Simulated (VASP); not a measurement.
# MgO (Periclase) (Fm-3m) in VASP: further runs

Runs on MgO (Periclase). Level: PBEsol. Tasks: single point.

Everything below comes from runs of VASP 6.6.1. Logs are shortened: lines on timing, memory, paths and dates and some standing lists are left out, and cuts for length are marked.

**The experiment to reproduce.**

From “Electronic structure of alkaline earth and post-transition metal oxides”, 2009, arxiv:0908.1581, for a bulk crystal of MgO: band gap 7.83 eV.

The results are compared with them further down.

**1. The cell of the first run**

Symmetry: Fm-3m, No. 225, cubic system. The conventional cell has a = 4.217 Å, b = 4.217 Å, c = 4.217 Å, α = 90.00°, β = 90.00°, γ = 90.00°. Within 2.8 Å of Mg (site symmetry m-3m) lie 6 O at 2.11 Å. Within 2.8 Å of O (site symmetry m-3m) lie 6 Mg at 2.11 Å.

**2. Single point, PBEsol**

INCAR

```
ALGO = Normal
EDIFF = 1E-7
ENCUT = 520
GGA = PS
ISIF = 2
ISMEAR = 0
LASPH = True
LCHARG = False
LREAL = False
LWAVE = False
NBANDS = 11
NELM = 80
PREC = Accurate
SIGMA = 0.01
```

KPOINTS

```
k-points
0
Gamma
  10 10 10
```

POSCAR

```
MgO
1.0
    0.0000000000      2.1085000000      2.1085000000
    2.1085000000      0.0000000000      2.1085000000
    2.1085000000      2.1085000000      0.0000000000
Mg O
1 1
Direct
    0.0000000000      0.0000000000      0.0000000000
    0.5000000000      0.5000000000      0.5000000000
```

Potentials or basis: VASP PAW PBE potentials, release 64 (Mg, O).

The run is started by

```console
$ cat potpaw_PBE.64/Mg/POTCAR potpaw_PBE.64/O/POTCAR > POTCAR
$ mpirun -np 1 vasp_std > vasp.out
```

OUTCAR:

```text
EDIFF = 1E-7
   ENCUT = 520
   GGA = PS
   ISIF = 2
   ISMEAR = 0
   LASPH = True
   LREAL = False
   NELM = 80
   PREC = Accurate

 ion  position               nearest neighbor table
   1  0.000  0.000  0.000-   2 2.11   2 2.11   2 2.11   2 2.11   2 2.11   2 2.11
   2  0.500  0.500  0.500-   1 2.11   1 2.11   1 2.11   1 2.11   1 2.11   1 2.11

  LATTYP: Found a face centered cubic cell.
 ALAT       =     4.2170000000

  Lattice vectors:

 A1 = (   0.0000000000,   2.1085000000,   2.1085000000)
 A2 = (   2.1085000000,   0.0000000000,   2.1085000000)
 A3 = (   2.1085000000,   2.1085000000,   0.0000000000)

Analysis of symmetry for initial positions (statically):
=====================================================================
 Subroutine PRICEL returns:
 Original cell was already a primitive cell.

 Routine SETGRP: Setting up the symmetry group for a
 face centered cubic supercell.

 Subroutine GETGRP returns: Found 48 space group operations
 (whereof 48 operations were pure point group operations)
 out of a pool of 48 trial point group operations.

The static configuration has the point symmetry O_h .

Analysis of symmetry for dynamics (positions and initial velocities):
=====================================================================
 Subroutine PRICEL returns:
 Original cell was already a primitive cell.

 Routine SETGRP: Setting up the symmetry group for a
 face centered cubic supercell.

 Subroutine GETGRP returns: Found 48 space group operations
 (whereof 48 operations were pure point group operations)
 out of a pool of 48 trial point group operations.

The dynamic configuration has the point symmetry O_h .

 Subroutine INISYM returns: Found 48 space group operations
 (whereof 48 operations are pure point group operations),
 and found     1 'primitive' translations

----------------------------------------------------------------------------------------

                                     Primitive cell

  volume of cell :      18.7478

  direct lattice vectors                    reciprocal lattice vectors
     0.000000000  2.108500000  2.108500000    -0.237135404  0.237135404  0.237135404
     2.108500000  0.000000000  2.108500000     0.237135404 -0.237135404  0.237135404
     2.108500000  2.108500000  0.000000000     0.237135404  0.237135404 -0.237135404

  length of vectors
     2.981869296  2.981869296  2.981869296     0.410730569  0.410730569  0.410730569

  position of ions in fractional coordinates (direct lattice)
     0.000000000  0.000000000  0.000000000
     0.500000000  0.500000000  0.500000000

  ion indices of the primitive-cell ions
   primitive index   ion index
                 1           1
                 2           2

----------------------------------------------------------------------------------------

 KPOINTS: k-points

Automatic generation of k-mesh.
 Grid dimensions read from file:
 generate k-points for:   10   10   10

 Generating k-lattice:

  Cartesian coordinates                     Fractional coordinates (reciprocal lattice)
    -0.023713540  0.023713540  0.023713540     0.100000000  0.000000000  0.000000000
     0.023713540 -0.023713540  0.023713540     0.000000000  0.100000000  0.000000000
     0.023713540  0.023713540 -0.023713540     0.000000000  0.000000000  0.100000000

  Length of vectors
     0.041073057  0.041073057  0.041073057

  Shift w.r.t. Gamma in fractional coordinates (k-lattice)
     0.000000000  0.000000000  0.000000000

 Subroutine IBZKPT returns following result:
 ===========================================

 Found     47 irreducible k-points:

 Following reciprocal coordinates:
            Coordinates               Weight
  0.000000  0.000000  0.000000      1.000000
  0.100000  0.000000  0.000000      8.000000
  0.200000  0.000000  0.000000      8.000000
  0.300000  0.000000  0.000000      8.000000
  0.400000  0.000000  0.000000      8.000000
  0.500000  0.000000  0.000000      4.000000
[... 16 lines left out ...]
  0.300000  0.300000  0.000000      6.000000
  0.400000  0.300000  0.000000     24.000000
 [... further k-points ...]
   k-points           NKPTS =     47   k-points in BZ     NKDIM =     47   number of bands    NBANDS=     11
   number of dos      NEDOS =    301   number of ions     NIONS =      2
   total plane-waves  NPLWV =  13824
   dimension x,y,z NGX =    24 NGY =   24 NGZ =   24
   dimension x,y,z NGXF=    48 NGYF=   48 NGZF=   48
   ions per type =               1   1
   NGX,Y,Z   is equivalent  to a cutoff of  13.38, 13.38, 13.38 a.u.
   NGXF,Y,Z  is equivalent  to a cutoff of  26.76, 26.76, 26.76 a.u.
 SYSTEM =  unknown system
   PREC   = accura    normal or accurate (medium, high low for compatibility)
   ISTART =      0    job   : 0-new  1-cont  2-samecut
   ICHARG =      2    charge: 1-file 2-atom 10-const
   ISPIN  =      1    spin polarized calculation?
   LNONCOLLINEAR =      F non collinear calculations
   LSORBIT =      F    spin-orbit coupling
   LASPH  =      T    aspherical Exc in radial PAW
   ENCUT  =  520.0 eV  38.22 Ry    6.18 a.u.   5.54  5.54  5.54*2*pi/ulx,y,z
   NELM   =     80;   NELMIN=  2; NELMDL= -5     # of ELM steps
   EDIFF  = 0.1E-06   stopping-criterion for ELM
   LREAL  =      F    real-space projection
   EDIFFG = 0.1E-05   stopping-criterion for IOM
   NSW    =      0    number of steps for IOM
   IBRION =     -1    ionic relax: 0-MD 1-quasi-New 2-CG
   NFREE  =      0    steps in history (QN), initial steepest desc. (CG)
   ISIF   =      2    stress and relaxation
   ISYM   =      2    0-nonsym 1-usesym 2-fastsym
   POTIM  = 0.5000    time-step for ionic-motion
   TEBEG  =    0.0;   TEEND  =   0.0 temperature during run
   PSTRESS=    0.0 pullay stress
   NELECT =       8.0000    total number of electrons
   NUPDOWN=      -1.0000    fix difference up-down
   EMIN   =  10.00;   EMAX   =-10.00  energy-range for DOS
   EFERMI =   0.00;   METHOD = LEGACY
   ISMEAR =     0;   SIGMA  =   0.01  broadening in eV -4-tet -1-fermi 0-gaus
   EFERMI_NEDOS =   21; number of points for ismear=-14 and -15
   IALGO  =     38    algorithm
   IMIX   =      4    mixing-type and parameters
     AMIX     =   0.40;   BMIX     =  1.00
     AMIX_MAG =   1.60;   BMIX_MAG =  1.00
  volume/ion in A,a.u.               =       9.37        63.26
  Fermi-wavevector in a.u.,A,eV,Ry     =   1.232503  2.329092 20.668107  1.519063
  Thomas-Fermi vector in A             =   2.367270
   LORBIT       =      0    0 simple, 1 ext, 2 COOP (PROOUT), +10 PAW based schemes
   GGA     = PS    functional components
   LHFCALC =     F    Hartree Fock is set to
   AEXX    =    0.0000 exact exchange contribution
   IVDW    =     0    specifies the selected vdW correction
   LEPSILON=     F    determine dielectric tensor
   LRPA    =     F    only Hartree local field effects (RPA)
 non-spin polarized calculation
 Gauss-broadening in eV      SIGMA  =   0.01
  energy-cutoff  :      520.00
  volume of cell :       18.75
 maximum number of plane-waves:       531
 NGX is ok and might be reduce to    24
   NGX = 11   NGY = 11   NGZ = 11

 number of electron       8.0000005 magnetization

 Free energy of the ion-electron system (eV)
  ---------------------------------------------------
  ext. energy  EPLUGINS =         0.00000000
  ---------------------------------------------------
  free energy    TOTEN  =       -12.51233355 eV

  energy without entropy =      -12.51233355  energy(sigma->0) =      -12.51233355

 E-fermi :   3.1264     XC(G=0): -11.2934

 val. band max:        3.0408724546   @ k =   0.0000   0.0000   0.0000
 cond. band min:       7.6413784573   @ k =   0.0000   0.0000   0.0000
 fundamental gap:      4.6005060027
 Fermi energy:         3.1263705791

 k-point     1 :       0.0000    0.0000    0.0000
  band No.  band energies     occupation
      1     -14.1468      2.00000
      2       3.0409      2.00000
      3       3.0409      2.00000
      4       3.0409      2.00000
      5       7.6414      0.00000
      6      18.6534      0.00000
      7      18.6534      0.00000
      8      18.6534      0.00000
      9      22.4868      0.00000
     10      24.3662      0.00000
     11      24.3662      0.00000

 k-point     2 :       0.1000    0.0000    0.0000
  band No.  band energies     occupation
      1     -14.0397      2.00000
      2       2.3779      2.00000
      3       2.9726      2.00000
      4       2.9726      2.00000
      5       8.2762      0.00000
      6      17.3929      0.00000
      7      18.8936      0.00000
      8      18.8936      0.00000
      9      23.6366      0.00000
     10      23.6366      0.00000
     11      24.1603      0.00000

 k-point     3 :       0.2000    0.0000    0.0000
  band No.  band energies     occupation
      1     -13.7448      2.00000
      2       1.0433      2.00000
      3       2.7998      2.00000
      4       2.7998      2.00000
      5       9.4696      0.00000
      6      15.8855      0.00000
      7      19.3802      0.00000
      8      19.3802      0.00000
      9      22.9405      0.00000
     10      22.9405      0.00000
     11      25.1064      0.00000

 k-point     4 :       0.3000    0.0000    0.0000
  band No.  band energies     occupation
      1     -13.3462      2.00000
      2      -0.2889      2.00000
      3       2.5967      2.00000
      4       2.5967      2.00000
      5      10.3861      0.00000
      6      15.2194      0.00000
      7      19.5038      0.00000
      8      19.5038      0.00000
      9      23.3731      0.00000
     10      23.3731      0.00000
     11      24.5085      0.00000
[... 239 lines left out ...]
 k-point    22 :      -0.2000    0.2000    0.0000
  band No.  band energies     occupation
      1     -13.2277      2.00000
      2      -0.0896      2.00000
      3       1.6862      2.00000
      4       2.5934      2.00000
      5      11.3553      0.00000
      6      14.7593      0.00000
      7      17.9958      0.00000
      8      20.6683      0.00000
      9      21.3256      0.00000
     10      24.2103      0.00000
     11      27.6747      0.00000

 k-point    23 :       0.3000    0.3000    0.0000
  band No.  band energies     occupation
      1     -13.1406      2.00000
      2      -0.1462      2.00000
      3       2.0940      2.00000
      4       2.0940      2.00000
      5      11.7714      0.00000
      6      13.2703      0.00000
      7      17.3100      0.00000
      8      20.7958      0.00000
      9      20.7958      0.00000
     10      27.0250      0.00000
     11      30.2612      0.00000

 k-point    24 :       0.4000    0.3000    0.0000
  band No.  band energies     occupation
      1     -12.8885      2.00000
      2      -0.5748      2.00000
      3       1.7229      2.00000
      4       1.9456      2.00000
      5      12.4750      0.00000
      6      13.0336      0.00000
      7      16.4834      0.00000
      8      21.0401      0.00000
      9      21.2439      0.00000
     10      27.7606      0.00000
     11      29.8636      0.00000

 [... further k-points ...]
[... 5 lines left out ...]
  --------------------------------------------------------------------------------------
  -------------------------------------------------------------------------------------
  Total       -0.0963573     -0.0963573     -0.0963573      0.0000000      0.0000000     -0.0000000
  in kB       -8.2346353     -8.2346353     -8.2346353      0.0000000      0.0000000     -0.0000000
  external PRESSURE =      -8.2346353 kB  Pullay stress =       0.0000000 kB

 VOLUME and BASIS-vectors are now :
 -----------------------------------------------------------------------------
  energy-cutoff  :      520.00
  volume of cell :       18.75
      direct lattice vectors                 reciprocal lattice vectors
     0.000000000  2.108500000  2.108500000    -0.237135404  0.237135404  0.237135404
     2.108500000  0.000000000  2.108500000     0.237135404 -0.237135404  0.237135404
     2.108500000  2.108500000  0.000000000     0.237135404  0.237135404 -0.237135404

 POSITION                                       TOTAL-FORCE (eV/Angst)
 -----------------------------------------------------------------------------------
      0.00000      0.00000      0.00000         0.000000     -0.000000      0.000000
      2.10850      2.10850      2.10850        -0.000000      0.000000      0.000000
 -----------------------------------------------------------------------------------
    total drift:                               -0.000000     -0.000000      0.000000

  FREE ENERGIE OF THE ION-ELECTRON SYSTEM (eV)
  ---------------------------------------------------
  free  energy   TOTEN  =       -12.5123335513 eV

  energy  without entropy=      -12.5123335513  energy(sigma->0) =      -12.51233355
```

Wall time 9.3 s (1 thread of Intel Xeon Platinum 8375C at 2.90GHz (Ice Lake), shared host); peak memory 0.14 GiB.

Results:

| Property | Result |
| --- | --- |
| Free energy | -12.5123 eV |
| Pressure | -0.8 GPa |
| Band gap on the k mesh | 4.60 eV, direct |

Caveat: the PAW data sets were made with another functional, which shifts forces and pressure a little.

**3. Single point, PBEsol**

INCAR

```
SYSTEM = MgO
PREC = Accurate
ENCUT = 520
EDIFF = 1E-7
ISMEAR = 0
SIGMA = 0.01
LREAL = .False.
LASPH = .True.
NELM = 60
ALGO = Normal
ISIF = 2
LWAVE = .False.
LCHARG = .False.
GGA = PS
NBANDS = 11
```

KPOINTS

```
Automatic mesh
0
Gamma
  12 12 12
  0 0 0
```

POSCAR is that of step 2.

Potentials or basis: VASP PAW PBE potentials, release 64 (Mg, O).

The run is started by

```console
$ cat potpaw_PBE.64/Mg/POTCAR potpaw_PBE.64/O/POTCAR > POTCAR
$ mpirun -np 1 vasp_std > vasp.out
```

OUTCAR:

```text
SYSTEM = MgO
   PREC = Accurate
   ENCUT = 520
   EDIFF = 1E-7
   ISMEAR = 0
   LREAL = .False.
   LASPH = .True.
   NELM = 60
   ISIF = 2
   GGA = PS

 ion  position               nearest neighbor table
   1  0.000  0.000  0.000-   2 2.11   2 2.11   2 2.11   2 2.11   2 2.11   2 2.11
   2  0.500  0.500  0.500-   1 2.11   1 2.11   1 2.11   1 2.11   1 2.11   1 2.11

  LATTYP: Found a face centered cubic cell.
 ALAT       =     4.2170000000

  Lattice vectors:

 A1 = (   0.0000000000,   2.1085000000,   2.1085000000)
 A2 = (   2.1085000000,   0.0000000000,   2.1085000000)
 A3 = (   2.1085000000,   2.1085000000,   0.0000000000)
[... 514 lines left out ...]
      8      19.8153      0.00000
      9      23.5130      0.00000
     10      25.1956      0.00000
     11      27.0415      0.00000

 [... further k-points ...]
[... 5 lines left out ...]
  --------------------------------------------------------------------------------------
  -------------------------------------------------------------------------------------
  Total       -0.0961967     -0.0961967     -0.0961967      0.0000000     -0.0000000      0.0000000
  in kB       -8.2209136     -8.2209136     -8.2209136      0.0000000     -0.0000000      0.0000000
  external PRESSURE =      -8.2209136 kB  Pullay stress =       0.0000000 kB

 VOLUME and BASIS-vectors are now :
 -----------------------------------------------------------------------------
  energy-cutoff  :      520.00
  volume of cell :       18.75
      direct lattice vectors                 reciprocal lattice vectors
     0.000000000  2.108500000  2.108500000    -0.237135404  0.237135404  0.237135404
     2.108500000  0.000000000  2.108500000     0.237135404 -0.237135404  0.237135404
     2.108500000  2.108500000  0.000000000     0.237135404  0.237135404 -0.237135404

 POSITION                                       TOTAL-FORCE (eV/Angst)
 -----------------------------------------------------------------------------------
      0.00000      0.00000      0.00000         0.000000     -0.000000      0.000000
      2.10850      2.10850      2.10850        -0.000000      0.000000     -0.000000
 -----------------------------------------------------------------------------------
    total drift:                               -0.000000     -0.000000      0.000000

  FREE ENERGIE OF THE ION-ELECTRON SYSTEM (eV)
  ---------------------------------------------------
  free  energy   TOTEN  =       -12.5123561046 eV

  energy  without entropy=      -12.5123561046  energy(sigma->0) =      -12.51235610
```

OSZICAR:

```text
N       E                     dE             d eps       ncg     rms          rms(c)
DAV:   1     0.124391794731E+02    0.12439E+02   -0.46512E+03  1832   0.649E+02
DAV:   2    -0.133529326307E+02   -0.25792E+02   -0.25244E+02  1846   0.133E+02
DAV:   3    -0.138960194892E+02   -0.54309E+00   -0.54254E+00  1927   0.167E+01
DAV:   4    -0.138972604112E+02   -0.12409E-02   -0.12409E-02  1728   0.933E-01
DAV:   5    -0.138972644450E+02   -0.40338E-05   -0.40337E-05  1854   0.516E-02    0.666E+00
DAV:   6    -0.125486750120E+02    0.13486E+01   -0.76438E+00  1653   0.150E+01    0.219E+00
DAV:   7    -0.125260526368E+02    0.22622E-01   -0.52256E-02  1734   0.205E+00    0.130E+00
DAV:   8    -0.125127524714E+02    0.13300E-01   -0.23959E-02  1677   0.175E+00    0.226E-01
DAV:   9    -0.125124433295E+02    0.30914E-03   -0.39180E-04  1830   0.138E-01    0.140E-01
DAV:  10    -0.125123540483E+02    0.89281E-04   -0.46376E-04  1752   0.159E-01    0.465E-03
DAV:  11    -0.125123556947E+02   -0.16464E-05   -0.45659E-06  1785   0.151E-02    0.350E-03
DAV:  12    -0.125123560758E+02   -0.38115E-06   -0.11556E-07  1383   0.318E-03    0.788E-04
DAV:  13    -0.125123561046E+02   -0.28715E-07   -0.49997E-08   927   0.154E-03
   1 F= -.12512356E+02 E0= -.12512356E+02  d E =-.495423-139
```

stdout:

```text
POSCAR found type information on POSCAR MgO
 POSCAR found :  2 types and       2 ions
 scaLAPACK will be used
 -----------------------------------------------------------------------------
|                                                                             |
|                                                                             |
|     You enforced a specific xc type in the INCAR file but a different       |
|     I HOPE YOU KNOW WHAT YOU ARE DOING!                                     |
|                                                                             |
 -----------------------------------------------------------------------------

 LDA part: xc-table for (Slater+PW92), standard interpolation
 POSCAR, INCAR and KPOINTS ok, starting setup
 FFT: planning ... GRIDC
 FFT: planning ... GRID_SOFT
 FFT: planning ... GRID
 WAVECAR not read
 entering main loop
```

It took 10 s on 1 thread of Intel Xeon Platinum 8375C at 2.90GHz (Ice Lake), shared host; peak memory 0.15 GiB.

What came out:

| Quantity | Value |
| --- | --- |
| Free energy | -12.5124 eV |
| Pressure | -0.8 GPa |
| Band gap on the k mesh | 4.60 eV, direct |

Levels at points of the mesh, in eV from the valence-band top:
| k point | band 2 | band 3 | band 4 | band 5 | band 6 | band 7 |
| --- | --- | --- | --- | --- | --- | --- |
| (0.00, 0.00, 0.00) | 0.00 | 0.00 | 0.00 | 4.60 | 15.61 | 15.61 |
| (0.50, 0.00, 0.00) | -4.66 | -0.66 | -0.66 | 7.72 | 12.46 | 16.14 |
| (0.50, 0.50, 0.00) | -4.13 | -1.36 | -1.36 | 8.92 | 9.84 | 12.94 |

Caveat: the PAW data sets were made with another functional, which shifts forces and pressure a little.

**4. How close it comes**

Step 2. Against the measured gap of MgO, 7.83 eV (quoted in “Electronic structure of alkaline earth and post-transition metal oxides”, 2009, arxiv:0908.1581), the calculated 4.60 eV is off by -3.23 eV. The value is that of PBEsol, without temperature or zero-point motion. Semilocal functionals fall short of measured gaps as a rule.

Step 3. A measured gap of MgO is 7.83 eV (quoted in “Electronic structure of alkaline earth and post-transition metal oxides”, 2009, arxiv:0908.1581); the calculated 4.60 eV misses it by -3.23 eV. The value is that of PBEsol on a finite k mesh, which can miss the band edges, without temperature or zero-point motion. Semilocal functionals fall short of measured gaps as a rule.
